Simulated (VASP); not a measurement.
# Re (Fd-3m) in VASP: notebook

The runs below take Re through single point, with PBE.

Program: VASP 6.6.1. These are calculated values, not measurements. Logs are shortened: lines on timing, memory, paths and dates and some standing lists are left out, and cuts for length are marked.

### 1 The cell of the first run

It takes space group Fd-3m (No. 227, cubic). The conventional cell has a = 5.556 Å, b = 5.556 Å, c = 5.556 Å, α = 90.00°, β = 90.00°, γ = 90.00°. Within 3.2 Å of Re (site symmetry -43m) lie 4 Re at 2.41 Å.

### 2 Single point, PBE (volume scaled by 0.95)

File INCAR:

```
SYSTEM = Re
ALGO = Normal
EDIFF = 1E-6
ENCUT = 520
GGA = PE
ISIF = 2
ISMEAR = -1
LASPH = .TRUE.
LCHARG = .TRUE.
LELF = .TRUE.
LREAL = .FALSE.
LVHAR = .TRUE.
LWAVE = .FALSE.
NBANDS = 14
NELM = 100
PREC = Accurate
SIGMA = 0.1
```

File KPOINTS:

```
k-points
0
G
  12 12 12
  0 0 0
```

File POSCAR:

```
Re
1.0
    0.0000000000      2.7781294758      2.7781294758
    2.7781294758      0.0000000000      2.7781294758
    2.7781294758      2.7781294758      0.0000000000
Re
2
Direct
   -0.1250000000     -0.1250000000     -0.1250000000
    0.1250000000      0.1250000000      0.1250000000
```

Potentials or basis: VASP PAW PBE potentials, release 64 (Re).

The run is started by

```sh
cat potpaw_PBE.64/Re/POTCAR > POTCAR
mpirun -np 1 vasp_std > vasp.out
```

OUTCAR:

```text
SYSTEM = Re
   EDIFF = 1E-6
   ENCUT = 520
   GGA = PE
   ISIF = 2
   ISMEAR = -1
   LASPH = .TRUE.
   LREAL = .FALSE.
   NELM = 100
   PREC = Accurate

 ion  position               nearest neighbor table
   1  0.875  0.875  0.875-   2 2.41   2 2.41   2 2.41   2 2.41
   2  0.125  0.125  0.125-   1 2.41   1 2.41   1 2.41   1 2.41

  LATTYP: Found a face centered cubic cell.
 ALAT       =     5.5562589516

  Lattice vectors:

 A1 = (   0.0000000000,   2.7781294758,   2.7781294758)
 A2 = (   2.7781294758,   0.0000000000,   2.7781294758)
 A3 = (   2.7781294758,   2.7781294758,   0.0000000000)

Analysis of symmetry for initial positions (statically):
=====================================================================
 Subroutine PRICEL returns:
 Original cell was already a primitive cell.

 Routine SETGRP: Setting up the symmetry group for a
 face centered cubic supercell.

 Subroutine GETGRP returns: Found 48 space group operations
 (whereof 12 operations were pure point group operations)
 out of a pool of 48 trial point group operations.

The static configuration has the point symmetry D_3d.
 The point group associated with its full space group is O_h .

Analysis of symmetry for dynamics (positions and initial velocities):
=====================================================================
 Subroutine PRICEL returns:
 Original cell was already a primitive cell.

 Routine SETGRP: Setting up the symmetry group for a
 face centered cubic supercell.

 Subroutine GETGRP returns: Found 48 space group operations
 (whereof 12 operations were pure point group operations)
 out of a pool of 48 trial point group operations.

The dynamic configuration has the point symmetry D_3d.
 The point group associated with its full space group is O_h .

 Subroutine INISYM returns: Found 48 space group operations
 (whereof 12 operations are pure point group operations),
 and found     1 'primitive' translations

----------------------------------------------------------------------------------------

                                     Primitive cell

  volume of cell :      42.8832

  direct lattice vectors                    reciprocal lattice vectors
     0.000000000  2.778129476  2.778129476    -0.179977213  0.179977213  0.179977213
     2.778129476  0.000000000  2.778129476     0.179977213 -0.179977213  0.179977213
     2.778129476  2.778129476  0.000000000     0.179977213  0.179977213 -0.179977213

  length of vectors
     3.928868383  3.928868383  3.928868383     0.311729677  0.311729677  0.311729677

  position of ions in fractional coordinates (direct lattice)
     0.875000000  0.875000000  0.875000000
[... 91 lines left out ...]
   EMIN   =  10.00;   EMAX   =-10.00  energy-range for DOS
   EFERMI =   0.00;   METHOD = LEGACY
   ISMEAR =    -1;   SIGMA  =   0.10  broadening in eV -4-tet -1-fermi 0-gaus
   EFERMI_NEDOS =   21; number of points for ismear=-14 and -15
   IALGO  =     38    algorithm
   IMIX   =      4    mixing-type and parameters
     AMIX     =   0.40;   BMIX     =  1.00
     AMIX_MAG =   1.60;   BMIX_MAG =  1.00
  volume/ion in A,a.u.               =      21.44       144.70
  Fermi-wavevector in a.u.,A,eV,Ry     =   1.127254  2.130201 17.288937  1.270701
  Thomas-Fermi vector in A             =   2.263939
   LORBIT       =      0    0 simple, 1 ext, 2 COOP (PROOUT), +10 PAW based schemes
   GGA     = PE    functional components
   LHFCALC =     F    Hartree Fock is set to
   AEXX    =    0.0000 exact exchange contribution
   IVDW    =     0    specifies the selected vdW correction
   LEPSILON=     F    determine dielectric tensor
   LRPA    =     F    only Hartree local field effects (RPA)
 non-spin polarized calculation
  energy-cutoff  :      520.00
  volume of cell :       42.88
 maximum number of plane-waves:      1185
 NGX is ok and might be reduce to    30
   NGX = 15   NGY = 15   NGZ = 15

 number of electron      13.9999999 magnetization

 Free energy of the ion-electron system (eV)
  ---------------------------------------------------
  ext. energy  EPLUGINS =         0.00000000
  ---------------------------------------------------
  free energy    TOTEN  =       -21.71672488 eV

  energy without entropy =      -21.67098218  energy(sigma->0) =      -21.69385353

 E-fermi :   3.8803     XC(G=0): -11.2410

 val. band max:        3.8695795052   @ k =   0.1667   0.0000   0.0000
 cond. band min:       3.8823943913   @ k =  -0.2500   0.2500   0.0000
 fundamental gap:      0.0128148861
 Fermi energy:         3.8802695064

 k-point     1 :       0.0000    0.0000    0.0000
  band No.  band energies     occupation
      1      -3.1917      2.00000
      2       0.6625      2.00000
      3       0.6625      2.00000
      4       1.5284      2.00000
      5       1.5284      2.00000
      6       1.5284      2.00000
      7       4.5493      0.00248
      8       4.5493      0.00248
      9       4.5493      0.00248
     10       8.2587      0.00000
     11       8.2587      0.00000
     12      15.2695      0.00000
     13      15.6253      0.00000
     14      16.8310      0.00000
[... 377 lines left out ...]
      1      -0.2301      2.00000
      2       0.2557      2.00000
      3       0.6566      2.00000
      4       0.8143      2.00000
      5       1.7495      2.00000
      6       2.0996      2.00000
      7       3.6683      1.78553
      8       4.9031      0.00007
      9       5.4237      0.00000
     10       7.0543      0.00000
     11       7.8533      0.00000
     12       8.2698      0.00000
     13      12.1627      0.00000
     14      13.4081      0.00000

 [... further k-points ...]

------------------------ aborting loop because EDIFF is reached ----------------------------------------

  FORCE on cell =-STRESS in cart. coord.  units (eV):
  Direction    XX          YY          ZZ          XY          YZ          ZX
  --------------------------------------------------------------------------------------
  -------------------------------------------------------------------------------------
  Total        2.1518221      2.1518221      2.1518221      0.0000000     -0.0000000      0.0000000
  in kB       80.3950847     80.3950847     80.3950847      0.0000000     -0.0000000      0.0000000
  external PRESSURE =      80.3950847 kB  Pullay stress =       0.0000000 kB

 VOLUME and BASIS-vectors are now :
 -----------------------------------------------------------------------------
  energy-cutoff  :      520.00
  volume of cell :       42.88
      direct lattice vectors                 reciprocal lattice vectors
     0.000000000  2.778129476  2.778129476    -0.179977213  0.179977213  0.179977213
     2.778129476  0.000000000  2.778129476     0.179977213 -0.179977213  0.179977213
     2.778129476  2.778129476  0.000000000     0.179977213  0.179977213 -0.179977213

 POSITION                                       TOTAL-FORCE (eV/Angst)
 -----------------------------------------------------------------------------------
      4.86173      4.86173      4.86173        -0.000000     -0.000000      0.000000
      0.69453      0.69453      0.69453         0.000000      0.000000     -0.000000
 -----------------------------------------------------------------------------------
    total drift:                               -0.000000      0.000000      0.000000

  FREE ENERGIE OF THE ION-ELECTRON SYSTEM (eV)
  ---------------------------------------------------
  free  energy   TOTEN  =       -21.7167248792 eV

  energy  without entropy=      -21.6709821780  energy(sigma->0) =      -21.69385353
```

stdout:

```text
POSCAR found type information on POSCAR Re
 POSCAR found :  1 types and       2 ions
 scaLAPACK will be used
 LDA part: xc-table for (Slater+PW92), standard interpolation
 POSCAR, INCAR and KPOINTS ok, starting setup
 FFT: planning ... GRIDC
 FFT: planning ... GRID_SOFT
 FFT: planning ... GRID
 WAVECAR not read
 entering main loop
```

Wall time 40 s (1 thread of Intel Xeon Platinum 8375C at 2.90GHz (Ice Lake), shared host); peak memory 0.19 GiB.

What came out:

* Free energy: -21.7167 eV
* Pressure: 8.0 GPa
* Band gap on the k mesh: zero (band 7 reaches 4.55 eV, above the bottom of band 8 at 3.03 eV)

Levels at points of the mesh, in eV from the Fermi level:
| k point | band 5 | band 6 | band 7 | band 8 | band 9 | band 10 |
| --- | --- | --- | --- | --- | --- | --- |
| (0.00, 0.00, 0.00) | -2.35 | -2.35 | 0.67 | 0.67 | 0.67 | 4.38 |
| (0.50, 0.00, 0.00) | -2.60 | -2.60 | -0.90 | 1.81 | 1.81 | 3.46 |
| (0.50, 0.50, 0.00) | -1.92 | -1.92 | -0.04 | -0.04 | 3.86 | 3.86 |

Caveat: the cell differs from its parent crystal (volume scaled by 0.95); spin-orbit coupling is left out, which moves the levels of the heavy elements.

### 3 Single point, PBE (volume scaled by 0.95)

File INCAR:

```
PREC = Accurate
ENCUT = 520
EDIFF = 1E-7
ISMEAR = -1
SIGMA = 0.1
LREAL = False
LASPH = True
NELM = 60
ALGO = Normal
ISIF = 2
LWAVE = False
LCHARG = False
GGA = PE
NBANDS = 14
```

File KPOINTS:

```
Automatic mesh
0
Gamma
  12 12 12
```

POSCAR is that of step 2.

Potentials or basis: VASP PAW PBE potentials, release 64 (Re).

The run is started by

```sh
cat potpaw_PBE.64/Re/POTCAR > POTCAR
mpirun -np 1 vasp_std > vasp.out
```

It took 43 s on 1 thread of Intel Xeon Platinum 8375C at 2.90GHz (Ice Lake), shared host; peak memory 0.19 GiB.

The run converged. Its results:

```
Free energy            : -21.7167 eV
Pressure               : 8.0 GPa
Band gap on the k mesh : zero (band 7 reaches 4.55 eV, above the bottom of band 8 at 3.03 eV)
```

Levels at points of the mesh, in eV from the Fermi level:
```csv
k point,band 4,band 5,band 6,band 7,band 8,band 9,band 10,band 11
"(0.00, 0.00, 0.00)",-2.35,-2.35,-2.35,0.67,0.67,0.67,4.38,4.38
"(0.50, 0.00, 0.00)",-2.90,-2.60,-2.60,-0.90,1.81,1.81,3.46,3.46
"(0.50, 0.50, 0.00)",-2.54,-1.92,-1.92,-0.04,-0.04,3.86,3.86,4.77
```

Caveat: the cell differs from its parent crystal (volume scaled by 0.95); spin-orbit coupling is left out, which moves the levels of the heavy elements.

### 4 Single point, PBE

This run uses another cell than the first one, of 22.57 Å³/atom, 1.053 times its volume.

File INCAR:

```
PREC = Accurate
ENCUT = 520
EDIFF = 1E-6
ISMEAR = -1
SIGMA = 0.1
LREAL = F
LASPH = T
NELM = 100
ALGO = Normal
ISIF = 2
LWAVE = F
LCHARG = F
GGA = PE
NBANDS = 14
```

KPOINTS is that of step 3.

File POSCAR:

```
Re
1.0
    0.0000000000      2.8260376746      2.8260376746
    2.8260376746      0.0000000000      2.8260376746
    2.8260376746      2.8260376746      0.0000000000
Re
2
Direct
   -0.1250000000     -0.1250000000     -0.1250000000
    0.1250000000      0.1250000000      0.1250000000
```

Potentials or basis: VASP PAW PBE potentials, release 64 (Re).

The run is started by

```sh
cat potpaw_PBE.64/Re/POTCAR > POTCAR
mpirun -np 1 vasp_std > vasp.out
```

OUTCAR:

```text
PREC = Accurate
   ENCUT = 520
   EDIFF = 1E-6
   ISMEAR = -1
   LREAL = F
   LASPH = T
   NELM = 100
   ISIF = 2
   GGA = PE

 ion  position               nearest neighbor table
   1  0.875  0.875  0.875-   2 2.45   2 2.45   2 2.45   2 2.45
   2  0.125  0.125  0.125-   1 2.45   1 2.45   1 2.45   1 2.45

  LATTYP: Found a face centered cubic cell.
 ALAT       =     5.6520753492

  Lattice vectors:

 A1 = (   0.0000000000,   2.8260376746,   2.8260376746)
 A2 = (   2.8260376746,   0.0000000000,   2.8260376746)
 A3 = (   2.8260376746,   2.8260376746,   0.0000000000)

Analysis of symmetry for initial positions (statically):
=====================================================================
 Subroutine PRICEL returns:
 Original cell was already a primitive cell.

 Routine SETGRP: Setting up the symmetry group for a
 face centered cubic supercell.

 Subroutine GETGRP returns: Found 48 space group operations
 (whereof 12 operations were pure point group operations)
 out of a pool of 48 trial point group operations.

[... 176 lines left out ...]
      4       1.1807      2.00000
      5       1.1807      2.00000
      6       1.1807      2.00000
      7       4.0614      0.00348
      8       4.0614      0.00348
      9       4.0614      0.00348
     10       7.4960      0.00000
     11       7.4960      0.00000
     12      14.6232      0.00000
     13      14.8057      0.00000
     14      16.1925      0.00000
[... 377 lines left out ...]
      1      -0.5453      2.00000
      2       0.0300      2.00000
      3       0.4278      2.00000
      4       0.5824      2.00000
      5       1.3657      2.00000
      6       1.7583      2.00000
      7       3.2064      1.80007
      8       4.3841      0.00014
      9       4.8856      0.00000
     10       6.4272      0.00000
     11       7.1384      0.00000
     12       7.5807      0.00000
     13      11.2849      0.00000
     14      12.5085      0.00000

 [... further k-points ...]

------------------------ aborting loop because EDIFF is reached ----------------------------------------

  FORCE on cell =-STRESS in cart. coord.  units (eV):
  Direction    XX          YY          ZZ          XY          YZ          ZX
  --------------------------------------------------------------------------------------
  -------------------------------------------------------------------------------------
  Total       -0.4744584     -0.4744584     -0.4744584      0.0000000      0.0000000      0.0000000
  in kB      -16.8401085    -16.8401085    -16.8401085      0.0000000      0.0000000      0.0000000
  external PRESSURE =     -16.8401085 kB  Pullay stress =       0.0000000 kB

 VOLUME and BASIS-vectors are now :
 -----------------------------------------------------------------------------
  energy-cutoff  :      520.00
  volume of cell :       45.14
      direct lattice vectors                 reciprocal lattice vectors
     0.000000000  2.826037675  2.826037675    -0.176926162  0.176926162  0.176926162
     2.826037675  0.000000000  2.826037675     0.176926162 -0.176926162  0.176926162
     2.826037675  2.826037675  0.000000000     0.176926162  0.176926162 -0.176926162

 POSITION                                       TOTAL-FORCE (eV/Angst)
 -----------------------------------------------------------------------------------
      4.94557      4.94557      4.94557        -0.000000      0.000000     -0.000000
      0.70651      0.70651      0.70651         0.000000     -0.000000      0.000000
 -----------------------------------------------------------------------------------
    total drift:                               -0.000000      0.000000      0.000000

  FREE ENERGIE OF THE ION-ELECTRON SYSTEM (eV)
  ---------------------------------------------------
  free  energy   TOTEN  =       -21.7594580146 eV

  energy  without entropy=      -21.7116434351  energy(sigma->0) =      -21.73555072
```

It took 39 s on 1 thread of Intel Xeon Platinum 8375C at 2.90GHz (Ice Lake), shared host; peak memory 0.19 GiB.

What came out:

| Item | Value |
| --- | --- |
| Free energy | -21.7595 eV |
| Pressure | -1.7 GPa |
| Band gap on the k mesh | zero (band 7 reaches 4.06 eV, above the bottom of band 8 at 2.61 eV) |

Levels at points of the mesh, in eV from the Fermi level:
```
           k point  band 3  band 4  band 5  band 6  band 7  band 8  band 9  band 10  band 11  band 12
(0.00, 0.00, 0.00)   -2.98   -2.25   -2.25   -2.25    0.64    0.64    0.64     4.07     4.07    11.20
(0.50, 0.00, 0.00)   -2.68   -2.68   -2.45   -2.45   -0.90    1.69    1.69     3.24     3.24     4.02
(0.50, 0.50, 0.00)   -2.39   -2.39   -1.95   -1.95    0.00    0.00    3.62     3.62     4.59     4.59
```

Caveat: spin-orbit coupling is left out, which moves the levels of the heavy elements.

### 5 Single point, PBE (volume scaled by 0.55)

File INCAR:

```
SYSTEM = Re
ALGO     = Normal         ! electronic algorithm
EDIFF    = 1E-6           ! SCF threshold, eV
ENCUT    = 500            ! plane-wave cutoff, eV
GGA      = PE             ! functional
GGA_COMPAT= .False.      
ISIF     = 2              ! what is computed and relaxed
ISMEAR   = -1             ! smearing method
LASPH    = .True.         ! aspherical terms in the spheres
LCHARG   = .True.         ! write CHGCAR
LELF     = .True.         ! ELF
LREAL    = .False.        ! projectors in reciprocal space
LVHAR    = .True.       
LWAVE    = .False.        ! write WAVECAR
NBANDS   = 22             ! bands
NELM     = 120            ! most SCF steps
PREC     = Accurate       ! precision mode
SIGMA    = 0.1            ! smearing width, eV
```

File KPOINTS:

```
k-points
0
Gamma
  12 12 12
  0 0 0
```

File POSCAR:

```
Re
1.0
    0.0000000000      2.3154327783      2.3154327783
    2.3154327783      0.0000000000      2.3154327783
    2.3154327783      2.3154327783      0.0000000000
Re
2
Direct
   -0.1250000000     -0.1250000000     -0.1250000000
    0.1250000000      0.1250000000      0.1250000000
```

Potentials or basis: VASP PAW PBE potentials, release 64 (Re_sv_GW).

The run is started by

```sh
cat potpaw_PBE.64/Re_sv_GW/POTCAR > POTCAR
mpirun -np 1 vasp_std > vasp.out
```

Run time: 22 s. Hardware: 1 thread of AMD EPYC 9R45 (Zen 5), shared host; peak memory 0.13 GiB.

It converged, with:

```
Free energy            : -10.9149 eV
Pressure               : 366.8 GPa
Band gap on the k mesh : zero (band 15 reaches 17.76 eV, above the bottom of band 16 at 15.52 eV)
```

Levels at points of the mesh, in eV from the Fermi level:
```tsv
k point	band 12	band 13	band 14	band 15	band 16	band 17	band 18	band 19
(0.00, 0.00, 0.00)	-4.11	-4.11	-4.11	1.23	1.23	1.23	8.16	8.16
(0.50, 0.00, 0.00)	-5.81	-5.51	-5.51	-0.22	3.51	3.51	6.05	6.05
(0.50, 0.50, 0.00)	-5.52	-1.79	-1.79	-0.51	-0.51	6.40	6.40	7.28
```

Caveat: the cell differs from its parent crystal (volume scaled by 0.55); spin-orbit coupling is left out, which moves the levels of the heavy elements.

### 6 Single point, PBE (volume scaled by 0.45)

File INCAR:

```
PREC     = Accurate       # precision mode
ENCUT    = 500            # plane-wave cutoff, eV
EDIFF    = 1E-6           # SCF threshold, eV
ISMEAR   = -1             # smearing method
SIGMA    = 0.1            # smearing width, eV
LREAL    = False          # projectors in reciprocal space
LASPH    = True           # aspherical terms in the spheres
NELM     = 120            # most SCF steps
ALGO     = Normal         # electronic algorithm
ISIF     = 2              # what is computed and relaxed
LWAVE    = False          # write WAVECAR
LCHARG   = False          # write CHGCAR
GGA      = PE             # functional
NBANDS   = 22             # bands
GGA_COMPAT= False
```

File KPOINTS:

```
regular mesh
0
Gamma
  12 12 12
```

File POSCAR:

```
Re
1.0
    0.0000000000      2.1656193263      2.1656193263
    2.1656193263      0.0000000000      2.1656193263
    2.1656193263      2.1656193263      0.0000000000
Re
2
Direct
   -0.1250000000     -0.1250000000     -0.1250000000
    0.1250000000      0.1250000000      0.1250000000
```

Potentials or basis: VASP PAW PBE potentials, release 64 (Re_sv_GW).

The run is started by

```sh
cat potpaw_PBE.64/Re_sv_GW/POTCAR > POTCAR
mpirun -np 1 vasp_std > vasp.out
```

It took 24 s on 1 thread of AMD EPYC 9R45 (Zen 5), shared host; peak memory 0.13 GiB.

The run converged, but its numbers aren't listed here, since they failed a check.

Caveat: the cell differs from its parent crystal (volume scaled by 0.45); spin-orbit coupling is left out, which moves the levels of the heavy elements.

### 7 Summary

```tsv
potentials or basis	cell	cutoff (eV)	second run	gap on the mesh (eV)	pressure (GPa)
VASP PAW PBE potentials, release 64 (Re)	a = 3.929 Å, angles 60.0°, 2 atoms	520	-	none	8.0
VASP PAW PBE potentials, release 64 (Re)	a = 3.997 Å, angles 60.0°, 2 atoms	520	-	none	-1.7
VASP PAW PBE potentials, release 64 (Re_sv_GW)	a = 3.275 Å, angles 60.0°, 2 atoms	500	valence_matched	none	366.8
```

Alike in all rows: task single point; level PBE; no spin polarisation; k mesh 12 × 12 × 12; smearing fermi-dirac 0.1 eV.

Caveats: spin-orbit coupling is left out, which moves the levels of the heavy elements.

Total energies depend on the potentials used, so only differences within one code and one set of settings carry meaning.
